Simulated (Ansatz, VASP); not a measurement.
ZrSi3O8 in VASP and in Ansatz

```
CELL_PARAMETERS angstrom
3.76591 -3.83062 0.00000
3.76591 3.83062 0.00000
-0.00327 0.00000 7.62470
ATOMIC_POSITIONS crystal
Zr 0.48012 0.51988 0.00000
Si 0.97548 0.47629 0.73027
Si 0.52371 0.02452 0.26973
Si 0.02317 0.97683 0.50000
O 0.04176 0.24021 0.60557
O 0.53149 0.85701 0.09082
O 0.14299 0.46851 0.90918
O 0.75979 0.95824 0.39443
O 0.03746 0.73967 0.63173
O 0.53764 0.31428 0.20833
O 0.68572 0.46236 0.79167
O 0.26033 0.96254 0.36827
```

Change from the starting cell: the structure that the rattled cell fell into.

Alike in both runs: task single point; functional PBE; k mesh 4 × 4 × 2; occupations gaussian, width 0.1 eV; no spin polarisation.

```csv
,VASP,Ansatz
version,VASP 6.6.1,Ansatz 0.2.0
potentials or method,"VASP PAW PBE potentials, release 64 (Zr_sv, Si, O), cutoff 520 eV","scalar-relativistic, plane waves, PAW"
valence electrons in the cell,72,72
```

VASP gave:

| Property | Result |
| --- | --- |
| gap on the k mesh at the Fermi level (eV) | 5.18 |
| least direct gap on the mesh (eV) | 5.18 |
| pressure (GPa) | 0.0 |
| traceless stress, the component that is largest in VASP (GPa) | -0.05 |
| rms of the force components (eV/Å) | 0.023 |

Question: Estimate Ansatz's values.

Answer: gap on the k mesh at the Fermi level (eV): 5.18; least direct gap on the mesh (eV): 5.18; pressure (GPa): -0.1; traceless stress, the component that is largest in VASP (GPa): -0.05; rms of the force components (eV/Å): 0.021.

Atom by atom the forces differ by 0.013 eV/Å (rms over components).
